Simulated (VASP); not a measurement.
# PbO2 (Fm-3m) in VASP: a series of runs, part 2 of 2

VASP 6.6.1. Earlier steps stand in the parts before.

### 3 Single point, PBEsol

This run uses another cell than the first one, of 11.92 Å³/atom.

INCAR

```
SYSTEM = PbO2
ALGO = Normal ; EDIFF = 1E-7
ENCUT = 520 ; GGA = PS
ISIF = 2 ; ISMEAR = -1
LASPH = .TRUE. ; LCHARG = .FALSE.
LREAL = .FALSE. ; LWAVE = .FALSE.
NBANDS = 20 ; NELM = 60
PREC = Accurate ; SIGMA = 0.05
```

KPOINTS

```
k-points
0
G
  9 9 9
  0 0 0
```

POSCAR

```
PbO2
1.0
    0.0000000000      2.6151059268      2.6151059268
    2.6151059268      0.0000000000      2.6151059268
    2.6151059268      2.6151059268      0.0000000000
Pb O
1 2
Direct
    0.0000000000      0.0000000000      0.0000000000
    0.7500000000      0.7500000000      0.7500000000
    0.2500000000      0.2500000000      0.2500000000
```

Potentials or basis: VASP PAW PBE potentials, release 64 (Pb_d, O).

Command:

```
> cat potpaw_PBE.64/Pb_d/POTCAR potpaw_PBE.64/O/POTCAR > POTCAR
> mpirun -np 1 vasp_std > vasp.out
```

OUTCAR:

```text
SYSTEM = PbO2
   EDIFF = 1E-7
   ENCUT = 520
   GGA = PS
   ISIF = 2
   ISMEAR = -1
   LASPH = .TRUE.
   LREAL = .FALSE.
   NELM = 60
   PREC = Accurate

 ion  position               nearest neighbor table
   1  0.000  0.000  0.000-   2 2.26   2 2.26   2 2.26   2 2.26   3 2.26   3 2.26   3 2.26   3 2.26

   2  0.750  0.750  0.750-   1 2.26   1 2.26   1 2.26   1 2.26
   3  0.250  0.250  0.250-   1 2.26   1 2.26   1 2.26   1 2.26

  LATTYP: Found a face centered cubic cell.
 ALAT       =     5.2302118536

  Lattice vectors:

 A1 = (   0.0000000000,   2.6151059268,   2.6151059268)
 A2 = (   2.6151059268,   0.0000000000,   2.6151059268)
 A3 = (   2.6151059268,   2.6151059268,   0.0000000000)

Analysis of symmetry for initial positions (statically):
=====================================================================
 Subroutine PRICEL returns:
 Original cell was already a primitive cell.

 Routine SETGRP: Setting up the symmetry group for a
 face centered cubic supercell.

 Subroutine GETGRP returns: Found 48 space group operations
 (whereof 48 operations were pure point group operations)
 out of a pool of 48 trial point group operations.

The static configuration has the point symmetry O_h .

Analysis of symmetry for dynamics (positions and initial velocities):
=====================================================================
 Subroutine PRICEL returns:
 Original cell was already a primitive cell.

 Routine SETGRP: Setting up the symmetry group for a
 face centered cubic supercell.

 Subroutine GETGRP returns: Found 48 space group operations
 (whereof 48 operations were pure point group operations)
 out of a pool of 48 trial point group operations.

The dynamic configuration has the point symmetry O_h .

 Subroutine INISYM returns: Found 48 space group operations
 (whereof 48 operations are pure point group operations),
 and found     1 'primitive' translations

----------------------------------------------------------------------------------------

                                     Primitive cell

  volume of cell :      35.7683

  direct lattice vectors                    reciprocal lattice vectors
     0.000000000  2.615105927  2.615105927    -0.191196844  0.191196844  0.191196844
     2.615105927  0.000000000  2.615105927     0.191196844 -0.191196844  0.191196844
     2.615105927  2.615105927  0.000000000     0.191196844  0.191196844 -0.191196844

  length of vectors
     3.698318269  3.698318269  3.698318269     0.331162648  0.331162648  0.331162648

  position of ions in fractional coordinates (direct lattice)
     0.000000000  0.000000000  0.000000000
     0.750000000  0.750000000  0.750000000
     0.250000000  0.250000000  0.250000000

  ion indices of the primitive-cell ions
   primitive index   ion index
                 1           1
                 2           2
                 3           3

----------------------------------------------------------------------------------------

 KPOINTS: k-points

Automatic generation of k-mesh.
 Grid dimensions read from file:
 generate k-points for:    9    9    9

 Generating k-lattice:

  Cartesian coordinates                     Fractional coordinates (reciprocal lattice)
    -0.021244094  0.021244094  0.021244094     0.111111111  0.000000000  0.000000000
     0.021244094 -0.021244094  0.021244094     0.000000000  0.111111111  0.000000000
     0.021244094  0.021244094 -0.021244094     0.000000000  0.000000000  0.111111111

  Length of vectors
     0.036795850  0.036795850  0.036795850

  Shift w.r.t. Gamma in fractional coordinates (k-lattice)
     0.000000000  0.000000000  0.000000000

 Subroutine IBZKPT returns following result:
 ===========================================

 Found     35 irreducible k-points:

 Following reciprocal coordinates:
            Coordinates               Weight
  0.000000  0.000000  0.000000      1.000000
  0.111111  0.000000  0.000000      8.000000
  0.222222  0.000000  0.000000      8.000000
  0.333333  0.000000  0.000000      8.000000
  0.444444  0.000000  0.000000      8.000000
  0.111111  0.111111  0.000000      6.000000
[... 16 lines left out ...]
 -0.333333  0.333333  0.000000     12.000000
  0.444444  0.444444  0.000000      6.000000
 [... further k-points ...]
   k-points           NKPTS =     35   k-points in BZ     NKDIM =     35   number of bands    NBANDS=     20
   number of dos      NEDOS =    301   number of ions     NIONS =      3
   total plane-waves  NPLWV =  21952
   dimension x,y,z NGX =    28 NGY =   28 NGZ =   28
   dimension x,y,z NGXF=    56 NGYF=   56 NGZF=   56
   ions per type =               1   2
   NGX,Y,Z   is equivalent  to a cutoff of  12.59, 12.59, 12.59 a.u.
   NGXF,Y,Z  is equivalent  to a cutoff of  25.17, 25.17, 25.17 a.u.
 SYSTEM =  PbO2
   PREC   = accura    normal or accurate (medium, high low for compatibility)
   ISTART =      0    job   : 0-new  1-cont  2-samecut
   ICHARG =      2    charge: 1-file 2-atom 10-const
   ISPIN  =      1    spin polarized calculation?
   LNONCOLLINEAR =      F non collinear calculations
   LSORBIT =      F    spin-orbit coupling
   LASPH  =      T    aspherical Exc in radial PAW
   ENCUT  =  520.0 eV  38.22 Ry    6.18 a.u.   6.88  6.88  6.88*2*pi/ulx,y,z
   NELM   =     60;   NELMIN=  2; NELMDL= -5     # of ELM steps
   EDIFF  = 0.1E-06   stopping-criterion for ELM
   LREAL  =      F    real-space projection
   EDIFFG = 0.1E-05   stopping-criterion for IOM
   NSW    =      0    number of steps for IOM
   IBRION =     -1    ionic relax: 0-MD 1-quasi-New 2-CG
   NFREE  =      0    steps in history (QN), initial steepest desc. (CG)
   ISIF   =      2    stress and relaxation
   ISYM   =      2    0-nonsym 1-usesym 2-fastsym
   POTIM  = 0.5000    time-step for ionic-motion
   TEBEG  =    0.0;   TEEND  =   0.0 temperature during run
   PSTRESS=    0.0 pullay stress
   NELECT =      26.0000    total number of electrons
   NUPDOWN=      -1.0000    fix difference up-down
   EMIN   =  10.00;   EMAX   =-10.00  energy-range for DOS
   EFERMI =   0.00;   METHOD = LEGACY
   ISMEAR =    -1;   SIGMA  =   0.05  broadening in eV -4-tet -1-fermi 0-gaus
   EFERMI_NEDOS =   21; number of points for ismear=-14 and -15
   IALGO  =     38    algorithm
   IMIX   =      4    mixing-type and parameters
     AMIX     =   0.40;   BMIX     =  1.00
     AMIX_MAG =   1.60;   BMIX_MAG =  1.00
  volume/ion in A,a.u.               =      11.92        80.46
  Fermi-wavevector in a.u.,A,eV,Ry     =   1.471974  2.781627 29.479825  2.166706
  Thomas-Fermi vector in A             =   2.587044
   LORBIT       =      0    0 simple, 1 ext, 2 COOP (PROOUT), +10 PAW based schemes
   GGA     = PS    functional components
   LHFCALC =     F    Hartree Fock is set to
   AEXX    =    0.0000 exact exchange contribution
   IVDW    =     0    specifies the selected vdW correction
   LEPSILON=     F    determine dielectric tensor
   LRPA    =     F    only Hartree local field effects (RPA)
 non-spin polarized calculation
  energy-cutoff  :      520.00
  volume of cell :       35.77
 maximum number of plane-waves:       981
   NGX = 13   NGY = 13   NGZ = 13

 number of electron      26.0000006 magnetization

 Free energy of the ion-electron system (eV)
  ---------------------------------------------------
  ext. energy  EPLUGINS =         0.00000000
  ---------------------------------------------------
  free energy    TOTEN  =       -16.72592830 eV

  energy without entropy =      -16.72087796  energy(sigma->0) =      -16.72340313

 E-fermi :   6.8317     XC(G=0): -11.9616

 val. band max:        6.8237907134   @ k =   0.1111   0.1111   0.0000
 cond. band min:       7.6885438761   @ k =  -0.1111   0.1111   0.0000
 fundamental gap:      0.8647531627
 Fermi energy:         6.8317308047

 k-point     1 :       0.0000    0.0000    0.0000
  band No.  band energies     occupation
      1     -12.5157      2.00000
      2      -8.9890      2.00000
      3      -8.9890      2.00000
      4      -8.9890      2.00000
      5      -8.9698      2.00000
      6      -8.6153      2.00000
[... 12 lines left out ...]
     19      22.7395      0.00000
     20      22.7395      0.00000

 k-point     2 :       0.1111    0.0000    0.0000
  band No.  band energies     occupation
      1     -12.3962      2.00000
      2      -9.7088      2.00000
      3      -8.9673      2.00000
      4      -8.9673      2.00000
      5      -8.6173      2.00000
      6      -8.6173      2.00000
[... 498 lines left out ...]
 k-point    24 :       0.4444    0.4444    0.0000
  band No.  band energies     occupation
      1     -11.3733      2.00000
      2     -10.8300      2.00000
      3      -8.8092      2.00000
      4      -8.6252      2.00000
      5      -8.6252      2.00000
      6      -8.5255      2.00000
[... 12 lines left out ...]
     19      22.9247      0.00000
     20      24.5236      0.00000

 [... further k-points ...]
[... 5 lines left out ...]
  --------------------------------------------------------------------------------------
  -------------------------------------------------------------------------------------
  Total        2.3163935      2.3163935      2.3163935     -0.0000000      0.0000000      0.0000000
  in kB      103.7588307    103.7588307    103.7588307     -0.0000000      0.0000000      0.0000000
  external PRESSURE =     103.7588307 kB  Pullay stress =       0.0000000 kB

 VOLUME and BASIS-vectors are now :
 -----------------------------------------------------------------------------
  energy-cutoff  :      520.00
  volume of cell :       35.77
      direct lattice vectors                 reciprocal lattice vectors
     0.000000000  2.615105927  2.615105927    -0.191196844  0.191196844  0.191196844
     2.615105927  0.000000000  2.615105927     0.191196844 -0.191196844  0.191196844
     2.615105927  2.615105927  0.000000000     0.191196844  0.191196844 -0.191196844

 POSITION                                       TOTAL-FORCE (eV/Angst)
 -----------------------------------------------------------------------------------
      0.00000      0.00000      0.00000        -0.000000     -0.000000     -0.000000
      3.92266      3.92266      3.92266        -0.000000     -0.000000      0.000000
      1.30755      1.30755      1.30755         0.000000      0.000000     -0.000000
 -----------------------------------------------------------------------------------
    total drift:                                0.000000     -0.000000      0.000000

  FREE ENERGIE OF THE ION-ELECTRON SYSTEM (eV)
  ---------------------------------------------------
  free  energy   TOTEN  =       -16.7259282971 eV

  energy  without entropy=      -16.7208779624  energy(sigma->0) =      -16.72340313
```

OSZICAR:

```text
N       E                     dE             d eps       ncg     rms          rms(c)
DAV:   1     0.255878056344E+03    0.25588E+03   -0.13942E+04  1448   0.163E+03
DAV:   2     0.300079752251E+01   -0.25288E+03   -0.24048E+03  1504   0.417E+02
DAV:   3    -0.187168953572E+02   -0.21718E+02   -0.21432E+02  1688   0.130E+02
DAV:   4    -0.192843491119E+02   -0.56745E+00   -0.56675E+00  1612   0.207E+01
DAV:   5    -0.193002472736E+02   -0.15898E-01   -0.15897E-01  1860   0.365E+00    0.911E+00
DAV:   6    -0.167539187209E+02    0.25463E+01   -0.93614E+00  2116   0.428E+01    0.273E+00
DAV:   7    -0.167468580876E+02    0.70606E-02   -0.48355E-01  1524   0.670E+00    0.167E+00
DAV:   8    -0.167328886818E+02    0.13969E-01   -0.12272E-01  1676   0.363E+00    0.694E-01
DAV:   9    -0.167254411924E+02    0.74475E-02   -0.22354E-02  1996   0.196E+00    0.109E-01
DAV:  10    -0.167259314178E+02   -0.49023E-03   -0.27541E-03  1528   0.391E-01    0.547E-02
DAV:  11    -0.167259331520E+02   -0.17341E-05   -0.45163E-05  1600   0.704E-02    0.281E-02
DAV:  12    -0.167259286842E+02    0.44678E-05   -0.27491E-05  1692   0.456E-02    0.778E-03
DAV:  13    -0.167259283480E+02    0.33621E-06   -0.27784E-06  1592   0.133E-02    0.465E-04
DAV:  14    -0.167259282971E+02    0.50888E-07   -0.11319E-07  1296   0.456E-03
   1 F= -.16725928E+02 E0= -.16723403E+02  d E =-.505033E-02
```

stdout:

```text
POSCAR found type information on POSCAR PbO
 POSCAR found :  2 types and       3 ions
 scaLAPACK will be used
 -----------------------------------------------------------------------------
|                                                                             |
|                                                                             |
|     You enforced a specific xc type in the INCAR file but a different       |
|     I HOPE YOU KNOW WHAT YOU ARE DOING!                                     |
|                                                                             |
 -----------------------------------------------------------------------------

 LDA part: xc-table for (Slater+PW92), standard interpolation
 POSCAR, INCAR and KPOINTS ok, starting setup
 FFT: planning ... GRIDC
 FFT: planning ... GRID_SOFT
 FFT: planning ... GRID
 WAVECAR not read
 entering main loop
```

Run time: 37 s. Hardware: 1 thread of Intel Xeon 8259CL, shared host; peak memory 0.17 GiB.

What came out:

* Free energy: -16.7259 eV
* Pressure: 10.4 GPa
* Band gap on the k mesh: zero (bands 13 and 14 overlap by 1.38 eV)

Caveat: the cell stands under pressure; the PAW data sets were made with another functional, which shifts forces and pressure a little; spin-orbit coupling is left out, which moves the levels of the heavy elements.

### 4 Single point, PBEsol

This run uses another cell than the first one, of 12.25 Å³/atom.

INCAR

```
SYSTEM = PbO2
PREC     = Accurate       ! precision mode
ENCUT    = 520            ! plane-wave cutoff, eV
EDIFF    = 1E-7           ! SCF threshold, eV
ISMEAR   = -1             ! smearing method
SIGMA    = 0.05           ! smearing width, eV
LREAL    = .False.        ! projectors in reciprocal space
LASPH    = .True.         ! aspherical terms in the spheres
NELM     = 80             ! most SCF steps
ALGO     = Normal         ! electronic algorithm
ISIF     = 2              ! what is computed and relaxed
LWAVE    = .False.        ! write WAVECAR
LCHARG   = .False.        ! write CHGCAR
GGA      = PS             ! functional
NBANDS   = 20             ! bands
```

KPOINTS

```
regular mesh
0
Gamma
  9 9 9
  0 0 0
```

POSCAR

```
PbO2
1.0
    0.0000000000      2.6387548134      2.6387548134
    2.6387548134      0.0000000000      2.6387548134
    2.6387548134      2.6387548134      0.0000000000
Pb O
1 2
Direct
    0.0000000000      0.0000000000      0.0000000000
    0.7500000000      0.7500000000      0.7500000000
    0.2500000000      0.2500000000      0.2500000000
```

Command:

```
> cat potpaw_PBE.64/Pb_d/POTCAR potpaw_PBE.64/O/POTCAR > POTCAR
> mpirun -np 1 vasp_std > vasp.out
```

Wall time 38 s (1 thread of Intel Xeon 8259CL, shared host); peak memory 0.17 GiB.

The run converged. Its results:

| Item | Value |
| --- | --- |
| Free energy | -16.7752 eV |
| Pressure | 5.3 GPa |
| Band gap on the k mesh | zero (bands 13 and 14 overlap by 1.32 eV) |

Levels at points of the mesh, in eV from the Fermi level:
| k point | band 10 | band 11 | band 12 | band 13 | band 14 | band 15 | band 16 | band 17 |
| --- | --- | --- | --- | --- | --- | --- | --- | --- |
| (0.00, 0.00, 0.00) | -2.11 | -2.11 | -1.37 | -1.37 | -1.37 | 7.03 | 7.03 | 7.03 |

Caveat: the cell stands under pressure; the PAW data sets were made with another functional, which shifts forces and pressure a little; spin-orbit coupling is left out, which moves the levels of the heavy elements.

### 5 Single point, PBEsol

This run uses another cell than the first one, of 12.63 Å³/atom.

INCAR

```
SYSTEM = PbO2
PREC = Accurate
ENCUT = 520
EDIFF = 1E-6
ISMEAR = -1
SIGMA = 0.05
LREAL = .FALSE.
LASPH = .TRUE.
NELM = 80
ALGO = Normal
ISIF = 2
LWAVE = .FALSE.
LCHARG = .FALSE.
GGA = PS
NBANDS = 20
```

KPOINTS

```
Automatic mesh
0
G
  9 9 9
  0 0 0
```

POSCAR

```
PbO2
1.0
    0.0000000000      2.6655824550      2.6655824550
    2.6655824550      0.0000000000      2.6655824550
    2.6655824550      2.6655824550      0.0000000000
Pb O
1 2
Direct
    0.0000000000      0.0000000000      0.0000000000
    0.7500000000      0.7500000000      0.7500000000
    0.2500000000      0.2500000000      0.2500000000
```

Command:

```
> cat potpaw_PBE.64/Pb_d/POTCAR potpaw_PBE.64/O/POTCAR > POTCAR
> mpirun -np 1 vasp_std > vasp.out
```

It took 40 s on 1 thread of Intel Xeon 8259CL, shared host; peak memory 0.17 GiB.

The run converged. Its results:

```yaml
Free_energy: -16.7963 eV
Pressure: 0.2 GPa
Band_gap_on_the_k_mesh: zero (bands 13 and 14 overlap by 1.25 eV)
```

Levels at points of the mesh, in eV from the Fermi level:
```csv
k point,band 10,band 11,band 12,band 13,band 14,band 15,band 16,band 17
"(0.00, 0.00, 0.00)",-2.05,-2.05,-1.30,-1.30,-1.30,6.96,6.96,6.96
```

Caveat: the PAW data sets were made with another functional, which shifts forces and pressure a little; spin-orbit coupling is left out, which moves the levels of the heavy elements.

### 6 The runs side by side

```tsv
cell	gap on the mesh (eV)	pressure (GPa)
a = 3.642 Å, angles 60.0°, 3 atoms	none	20.5
a = 3.698 Å, angles 60.0°, 3 atoms	none	10.4
a = 3.732 Å, angles 60.0°, 3 atoms	none	5.3
a = 3.770 Å, angles 60.0°, 3 atoms	none	0.2
```

Alike in all rows: task single point; level PBEsol; potentials or basis VASP PAW PBE potentials, release 64 (Pb_d, O); no spin polarisation; k mesh 9 × 9 × 9; cutoff (eV) 520; smearing fermi-dirac 0.05 eV.

Caveats: the PAW data sets were made with another functional, which shifts forces and pressure a little; spin-orbit coupling is left out, which moves the levels of the heavy elements; the cell stands under pressure (at least some runs).

Absolute energies hang on the potentials; compare differences alone.
